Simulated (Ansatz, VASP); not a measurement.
**One calculation of MgZn4O, two programs**

Contents of INCAR:

```
SYSTEM = MgZn4O
PREC     = Accurate       ! precision mode
ENCUT    = 600            ! plane-wave cutoff, eV
EDIFF    = 1E-6           ! SCF threshold, eV
ISMEAR   = 0              ! smearing method
SIGMA    = 0.2            ! smearing width, eV
LREAL    = .False.        ! projectors in reciprocal space
LASPH    = .True.         ! aspherical terms in the spheres
NELM     = 60             ! most SCF steps
ALGO     = Normal         ! electronic algorithm
ISIF     = 3              ! what is computed and relaxed
LWAVE    = .False.        ! write WAVECAR
LCHARG   = .False.        ! write CHGCAR
GGA      = PE             ! functional
IBRION   = 2              ! ionic algorithm
NSW      = 36             ! ionic steps
EDIFFG   = -0.08          ! ionic threshold
```

The input KPOINTS:

```
Automatic mesh
0
Gamma
  4 4 4
  0 0 0
```

POSCAR

```
MgZn4O
1.0
    2.7180994300     -4.6424698100      0.0000000000
    2.7180994300      4.6424698100      0.0000000000
   -1.9360911900      0.0000000000      3.9800900400
Mg Zn O
1 4 1
Direct
    0.0000000000      0.0000000000      0.5000000000
    0.0000000000      0.0000000000      0.0000000000
    0.7159208900      0.2840791100      0.0000000000
    0.2840791100      0.7159208900      0.0000000000
    0.5000000000      0.5000000000      0.0000000000
    0.5000000000      0.5000000000      0.5000000000
```

Input for Ansatz:

```yaml
crystal:
  lattice:
    - [2.71809943, -4.64246981, 0.0]
    - [2.71809943, 4.64246981, 0.0]
    - [-1.93609119, 0.0, 3.98009004]
  atoms:
    - { symbol: Mg, position: [0.0, 0.0, 0.5] }
    - { symbol: Zn, position: [0.0, 0.0, 0.0] }
    - { symbol: Zn, position: [0.71592089, 0.28407911, 0.0] }
    - { symbol: Zn, position: [0.28407911, 0.71592089, 0.0] }
    - { symbol: Zn, position: [0.5, 0.5, 0.0] }
    - { symbol: O, position: [0.5, 0.5, 0.5] }
basis:
  ecutwfc: 420
kpoints:
  mp_grid: { grid: [4, 4, 4] }
hamiltonian:
  xc: pbe
scf:
  occupations: { method: gaussian, width: 0.2 }
  lower_state_search: "off"
output:
  forces: true
  stress: true
  eigenvalues: true
relax:
  adjacent_minimum: "off"
  f_tol: 0.08
  max_steps: 16
  cell: { stress_tol: 0.8 }
```

Alike in both runs: task relaxation of cell and atoms; functional PBE; k mesh 4 × 4 × 4; occupations gaussian, width 0.2 eV; no spin polarisation.

|  | VASP | Ansatz |
| --- | --- | --- |
| version | VASP 6.6.1 | Ansatz 0.2.0 |
| potentials or method | VASP PAW PBE potentials, release 64 (Mg, Zn, O), cutoff 600 eV | scalar-relativistic, plane waves, PAW |
| valence electrons in the cell | 56 | 64 |

Ansatz gave:

- gap on the k mesh at the Fermi level, each at its own relaxed structure (eV): none
- relaxed volume (Å³/atom): 19.83
- relaxed cell length with the largest relative difference (Å): 5.817

What did VASP give for the same quantities?

gap on the k mesh at the Fermi level, each at its own relaxed structure (eV): none; relaxed volume (Å³/atom): 19.69; relaxed cell length with the largest relative difference (Å): 5.770.

A gap of «none» marks a metal or a gap that the smearing closes. VASP's potentials hold 56 valence electrons a cell and Ansatz's 64, so a difference there can come from the potentials and not from the codes.

The k mesh is coarse, so the values compare programs but aren't converged. Noted on VASP's run: the volume moved by over 15 % at a fixed basis, so the end points are rough.
